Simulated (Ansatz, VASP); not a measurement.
## One calculation of TiO, two programs

```
CELL_PARAMETERS angstrom
3.03100 0.00000 0.00000
-1.51550 2.62492 0.00000
0.00000 0.00000 3.23770
ATOMIC_POSITIONS crystal
Ti 0.66667 0.33333 0.00000
O 0.00000 0.00000 0.50000
```

Alike in both runs: task single point; functional PBEsol; k mesh 9 × 9 × 7; occupations gaussian, width 0.05 eV; no spin polarisation.

|  | VASP | Ansatz |
| --- | --- | --- |
| version | VASP 6.6.1 | Ansatz 0.2.0 |
| potentials or method | VASP PAW PBE potentials, release 64 (Ti_sv, O), cutoff 520 eV | scalar-relativistic, plane waves, PAW |
| valence electrons in the cell | 18 | 18 |

|  | VASP | Ansatz | Ansatz less VASP |
| --- | --- | --- | --- |
| gap on the k mesh at the Fermi level (eV) | 0.13 | 0.13 | 0.000 |
| least direct gap on the mesh (eV) | 0.13 | 0.13 | 0.000 |

VASP's potentials were made for PBE, not for PBEsol.
